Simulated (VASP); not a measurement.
# K3Re (Fm-3m) in VASP: notebook

Runs on K3Re. Level: PBE+D3(BJ). Tasks: single point.

All numbers are computed with VASP 6.6.1; they aren't measurements. Logs are shortened: lines on timing, memory, paths and dates and some standing lists are left out, and cuts for length are marked.

### Step 1. The cell of the first run

Symmetry: Fm-3m, No. 225, cubic system. Conventional cell: a = 8.833 Å, b = 8.833 Å, c = 8.833 Å, α = 90.00°, β = 90.00°, γ = 90.00°. K (site symmetry -43m) has 4 Re at 3.82 Å and 10 K at 3.82 to 4.42 Å within 5.0 Å. Within 5.0 Å of K (site symmetry m-3m) lie 8 K at 3.82 Å and 6 Re at 4.42 Å. Within 5.0 Å of Re (site symmetry m-3m) lie 14 K at 3.82 to 4.42 Å.

### Step 2. Single point, PBE+D3(BJ)

The input, INCAR:

```
SYSTEM = K3Re
PREC     = Accurate       ! precision mode
ENCUT    = 520            ! plane-wave cutoff, eV
EDIFF    = 1E-6           ! SCF threshold, eV
ISMEAR   = 1              ! smearing method
SIGMA    = 0.1            ! smearing width, eV
LREAL    = .FALSE.        ! projectors in reciprocal space
LASPH    = .TRUE.         ! aspherical terms in the spheres
NELM     = 80             ! most SCF steps
ALGO     = Normal         ! electronic algorithm
ISIF     = 2              ! what is computed and relaxed
LWAVE    = .FALSE.        ! write WAVECAR
LCHARG   = .FALSE.        ! write CHGCAR
GGA      = PE             ! functional
IVDW     = 12             ! dispersion correction
NBANDS   = 25             ! bands
```

The input, KPOINTS:

```
regular mesh
0
G
  5 5 5
  0 0 0
```

The input, POSCAR:

```
K3Re
1.0
    0.0000000000      4.4166170000      4.4166170000
    4.4166170000      0.0000000000      4.4166170000
    4.4166170000      4.4166170000      0.0000000000
K Re
3 1
Direct
    0.7500000000      0.7500000000      0.7500000000
    0.2500000000      0.2500000000      0.2500000000
    0.5000000000      0.5000000000      0.5000000000
    0.0000000000      0.0000000000      0.0000000000
```

Potentials or basis: VASP PAW PBE potentials, release 64 (K_sv, Re).

The run is started by

```sh
$ cat potpaw_PBE.64/K_sv/POTCAR potpaw_PBE.64/Re/POTCAR > POTCAR
$ mpirun -np 1 vasp_std > vasp.out
```

OUTCAR:

```text
SYSTEM = K3Re
   PREC = Accurate
   ENCUT = 520
   EDIFF = 1E-6
   ISMEAR = 1
   LREAL = .FALSE.
   LASPH = .TRUE.
   NELM = 80
   ISIF = 2
   GGA = PE
   IVDW = 12
 IVDW          = 12

 ion  position               nearest neighbor table
   1  0.750  0.750  0.750-
   2  0.250  0.250  0.250-
   3  0.500  0.500  0.500-
   4  0.000  0.000  0.000-

  LATTYP: Found a face centered cubic cell.
 ALAT       =     8.8332340000

  Lattice vectors:

 A1 = (   0.0000000000,   4.4166170000,   4.4166170000)
 A2 = (   4.4166170000,   0.0000000000,   4.4166170000)
 A3 = (   4.4166170000,   4.4166170000,   0.0000000000)

Analysis of symmetry for initial positions (statically):
=====================================================================
 Subroutine PRICEL returns:
 Original cell was already a primitive cell.

 Routine SETGRP: Setting up the symmetry group for a
 face centered cubic supercell.

 Subroutine GETGRP returns: Found 48 space group operations
 (whereof 48 operations were pure point group operations)
 out of a pool of 48 trial point group operations.

The static configuration has the point symmetry O_h .

Analysis of symmetry for dynamics (positions and initial velocities):
=====================================================================
 Subroutine PRICEL returns:
 Original cell was already a primitive cell.

 Routine SETGRP: Setting up the symmetry group for a
 face centered cubic supercell.

 Subroutine GETGRP returns: Found 48 space group operations
 (whereof 48 operations were pure point group operations)
 out of a pool of 48 trial point group operations.

The dynamic configuration has the point symmetry O_h .

 Subroutine INISYM returns: Found 48 space group operations
 (whereof 48 operations are pure point group operations),
 and found     1 'primitive' translations

----------------------------------------------------------------------------------------

                                     Primitive cell

  volume of cell :     172.3055

  direct lattice vectors                    reciprocal lattice vectors
     0.000000000  4.416617000  4.416617000    -0.113208820  0.113208820  0.113208820
     4.416617000  0.000000000  4.416617000     0.113208820 -0.113208820  0.113208820
     4.416617000  4.416617000  0.000000000     0.113208820  0.113208820 -0.113208820

  length of vectors
     6.246039661  6.246039661  6.246039661     0.196083429  0.196083429  0.196083429

  position of ions in fractional coordinates (direct lattice)
     0.750000000  0.750000000  0.750000000
     0.250000000  0.250000000  0.250000000
     0.500000000  0.500000000  0.500000000
     0.000000000  0.000000000  0.000000000

  ion indices of the primitive-cell ions
   primitive index   ion index
                 1           1
                 2           2
                 3           3
                 4           4

----------------------------------------------------------------------------------------

 KPOINTS: regular mesh

Automatic generation of k-mesh.
 Grid dimensions read from file:
 generate k-points for:    5    5    5

 Generating k-lattice:

  Cartesian coordinates                     Fractional coordinates (reciprocal lattice)
    -0.022641764  0.022641764  0.022641764     0.200000000  0.000000000  0.000000000
     0.022641764 -0.022641764  0.022641764     0.000000000  0.200000000  0.000000000
     0.022641764  0.022641764 -0.022641764     0.000000000  0.000000000  0.200000000

  Length of vectors
     0.039216686  0.039216686  0.039216686

  Shift w.r.t. Gamma in fractional coordinates (k-lattice)
     0.000000000  0.000000000  0.000000000

 Subroutine IBZKPT returns following result:
 ===========================================

 Found     10 irreducible k-points:

 Following reciprocal coordinates:
            Coordinates               Weight
  0.000000  0.000000  0.000000      1.000000
  0.200000  0.000000  0.000000      8.000000
  0.400000  0.000000  0.000000      8.000000
  0.200000  0.200000  0.000000      6.000000
  0.400000  0.200000  0.000000     24.000000
 -0.400000  0.200000  0.000000     24.000000
 -0.200000  0.200000  0.000000     12.000000
  0.400000  0.400000  0.000000      6.000000
 -0.400000  0.400000  0.000000     12.000000
 -0.400000  0.400000  0.200000     24.000000
   k-points           NKPTS =     10   k-points in BZ     NKDIM =     10   number of bands    NBANDS=     25
   number of dos      NEDOS =    301   number of ions     NIONS =      4
   total plane-waves  NPLWV = 110592
   dimension x,y,z NGX =    48 NGY =   48 NGZ =   48
   dimension x,y,z NGXF=    96 NGYF=   96 NGZF=   96
   ions per type =               3   1
   NGX,Y,Z   is equivalent  to a cutoff of  12.78, 12.78, 12.78 a.u.
   NGXF,Y,Z  is equivalent  to a cutoff of  25.55, 25.55, 25.55 a.u.
 SYSTEM =  K3Re
   PREC   = accura    normal or accurate (medium, high low for compatibility)
   ISTART =      0    job   : 0-new  1-cont  2-samecut
   ICHARG =      2    charge: 1-file 2-atom 10-const
   ISPIN  =      1    spin polarized calculation?
   LNONCOLLINEAR =      F non collinear calculations
   LSORBIT =      F    spin-orbit coupling
   LASPH  =      T    aspherical Exc in radial PAW
   ENCUT  =  520.0 eV  38.22 Ry    6.18 a.u.  11.61 11.61 11.61*2*pi/ulx,y,z
   NELM   =     80;   NELMIN=  2; NELMDL= -5     # of ELM steps
   EDIFF  = 0.1E-05   stopping-criterion for ELM
   LREAL  =      F    real-space projection
   EDIFFG = 0.1E-04   stopping-criterion for IOM
   NSW    =      0    number of steps for IOM
   IBRION =     -1    ionic relax: 0-MD 1-quasi-New 2-CG
   NFREE  =      0    steps in history (QN), initial steepest desc. (CG)
   ISIF   =      2    stress and relaxation
   ISYM   =      2    0-nonsym 1-usesym 2-fastsym
   POTIM  = 0.5000    time-step for ionic-motion
   TEBEG  =    0.0;   TEEND  =   0.0 temperature during run
   PSTRESS=    0.0 pullay stress
   NELECT =      34.0000    total number of electrons
   NUPDOWN=      -1.0000    fix difference up-down
   EMIN   =  10.00;   EMAX   =-10.00  energy-range for DOS
   EFERMI =   0.00;   METHOD = LEGACY
   ISMEAR =     1;   SIGMA  =   0.10  broadening in eV -4-tet -1-fermi 0-gaus
   EFERMI_NEDOS =   21; number of points for ismear=-14 and -15
   IALGO  =     38    algorithm
   IMIX   =      4    mixing-type and parameters
     AMIX     =   0.40;   BMIX     =  1.00
     AMIX_MAG =   1.60;   BMIX_MAG =  1.00
  volume/ion in A,a.u.               =      43.08       290.69
  Fermi-wavevector in a.u.,A,eV,Ry     =   0.953092  1.801082 12.359314  0.908384
  Thomas-Fermi vector in A             =   2.081715
   LORBIT       =      0    0 simple, 1 ext, 2 COOP (PROOUT), +10 PAW based schemes
   GGA     = PE    functional components
   LHFCALC =     F    Hartree Fock is set to
   AEXX    =    0.0000 exact exchange contribution
   IVDW    =    12    specifies the selected vdW correction
   LEPSILON=     F    determine dielectric tensor
   LRPA    =     F    only Hartree local field effects (RPA)
 non-spin polarized calculation
 Methfessel and Paxton  Order N= 1 SIGMA  =   0.10
  energy-cutoff  :      520.00
  volume of cell :      172.31
 maximum number of plane-waves:      4675
   NGX = 23   NGY = 23   NGZ = 23

 number of electron      33.9999996 magnetization

 Free energy of the ion-electron system (eV)
  ---------------------------------------------------
  ext. energy  EPLUGINS =         0.00000000
  ---------------------------------------------------
  free energy    TOTEN  =        -8.32141357 eV

  energy without entropy =       -8.29805796  energy(sigma->0) =       -8.31362837

 E-fermi :   0.5342     XC(G=0):  -7.3297

 val. band max:        0.5337769878   @ k =   0.4000   0.4000   0.0000
 cond. band min:       0.5574461748   @ k =  -0.4000   0.4000   0.0000
 fundamental gap:      0.0236691870
 Fermi energy:         0.5341616264

 k-point     1 :       0.0000    0.0000    0.0000
  band No.  band energies     occupation
      1     -31.1972      2.00000
      2     -30.5187      2.00000
      3     -30.5101      2.00000
      4     -14.7019      2.00000
      5     -14.7019      2.00000
      6     -14.7019      2.00000
[... 17 lines left out ...]
     24       4.1424      0.00000
     25       4.3511      0.00000

 k-point     2 :       0.2000    0.0000    0.0000
  band No.  band energies     occupation
      1     -31.1970      2.00000
      2     -30.5180      2.00000
      3     -30.5110      2.00000
      4     -14.7041      2.00000
      5     -14.7041      2.00000
      6     -14.7030      2.00000
[... 17 lines left out ...]
     24       4.1938      0.00000
     25       4.3723      0.00000

 k-point     3 :       0.4000    0.0000    0.0000
  band No.  band energies     occupation
      1     -31.1966      2.00000
      2     -30.5161      2.00000
      3     -30.5134      2.00000
      4     -14.7076      2.00000
      5     -14.7076      2.00000
      6     -14.7042      2.00000
[... 17 lines left out ...]
     24       4.3096      0.00000
     25       4.3429      0.00000

 k-point     4 :       0.2000    0.2000    0.0000
  band No.  band energies     occupation
      1     -31.1969      2.00000
      2     -30.5179      2.00000
      3     -30.5112      2.00000
      4     -14.7069      2.00000
      5     -14.7069      2.00000
      6     -14.6994      2.00000
[... 17 lines left out ...]
     24       4.2255      0.00000
     25       4.5254      0.00000
[... 85 lines left out ...]
 k-point     8 :       0.4000    0.4000    0.0000
  band No.  band energies     occupation
      1     -31.1963      2.00000
      2     -30.5167      2.00000
      3     -30.5130      2.00000
      4     -14.7149      2.00000
      5     -14.7149      2.00000
      6     -14.6946      2.00000
[... 17 lines left out ...]
     24       4.4713      0.00000
     25       4.8832      0.00000

 k-point     9 :      -0.4000    0.4000    0.0000
  band No.  band energies     occupation
      1     -31.1963      2.00000
      2     -30.5159      2.00000
      3     -30.5139      2.00000
      4     -14.7146      2.00000
      5     -14.7139      2.00000
      6     -14.6975      2.00000
[... 17 lines left out ...]
     24       4.3192      0.00000
     25       5.0091      0.00000

 k-point    10 :      -0.4000    0.4000    0.2000
  band No.  band energies     occupation
      1     -31.1963      2.00000
      2     -30.5156      2.00000
      3     -30.5141      2.00000
      4     -14.7150      2.00000
      5     -14.7080      2.00000
      6     -14.7018      2.00000
[... 17 lines left out ...]
     24       4.2549      0.00000
     25       4.6156      0.00000

------------------------ aborting loop because EDIFF is reached ----------------------------------------

 Edisp (eV)   -0.91498

 E8    (eV) :    -0.4768

  FORCE on cell =-STRESS in cart. coord.  units (eV):
  Direction    XX          YY          ZZ          XY          YZ          ZX
  --------------------------------------------------------------------------------------
  -------------------------------------------------------------------------------------
  Total      -2.37487    -2.37487    -2.37487     0.00000    -0.00000    -0.00000
  in kB     -22.08267   -22.08267   -22.08267     0.00000    -0.00000    -0.00000
  external pressure =      -22.08 kB  Pullay stress =        0.00 kB

 VOLUME and BASIS-vectors are now :
 -----------------------------------------------------------------------------
  energy-cutoff  :      520.00
  volume of cell :      172.31
      direct lattice vectors                 reciprocal lattice vectors
     0.000000000  4.416617000  4.416617000    -0.113208820  0.113208820  0.113208820
     4.416617000  0.000000000  4.416617000     0.113208820 -0.113208820  0.113208820
     4.416617000  4.416617000  0.000000000     0.113208820  0.113208820 -0.113208820

 POSITION                                       TOTAL-FORCE (eV/Angst)
 -----------------------------------------------------------------------------------
      6.62493      6.62493      6.62493        -0.000000      0.000000      0.000000
      2.20831      2.20831      2.20831        -0.000000     -0.000000     -0.000000
      4.41662      4.41662      4.41662         0.000000      0.000000      0.000000
      0.00000      0.00000      0.00000         0.000000      0.000000      0.000000
 -----------------------------------------------------------------------------------
    total drift:                               -0.000000     -0.000000     -0.000000

  FREE ENERGIE OF THE ION-ELECTRON SYSTEM (eV)
  ---------------------------------------------------
  free  energy   TOTEN  =        -9.2363917169 eV

  energy  without entropy=       -9.2130361067  energy(sigma->0) =       -9.22860651
```

Run time: 63 s. Hardware: 1 thread of Intel Xeon Platinum 8175M at 2.50GHz (Skylake/Cascade Lake), shared host; peak memory 0.32 GiB.

What came out:

| Property | Result |
| --- | --- |
| Free energy | -9.2364 eV |
| Pressure | -2.2 GPa |
| Band gap on the k mesh | zero (band 17 reaches 0.56 eV, above the bottom of band 18 at 0.45 eV) |
| Dispersion energy per atom | -0.229 eV |

Caveat: three body term missing; spin-orbit coupling is left out, which moves the levels of the heavy elements; pairwise dispersion overbinds metals, which lowers pressure and volume.

(Continued in part 2 of 2.)
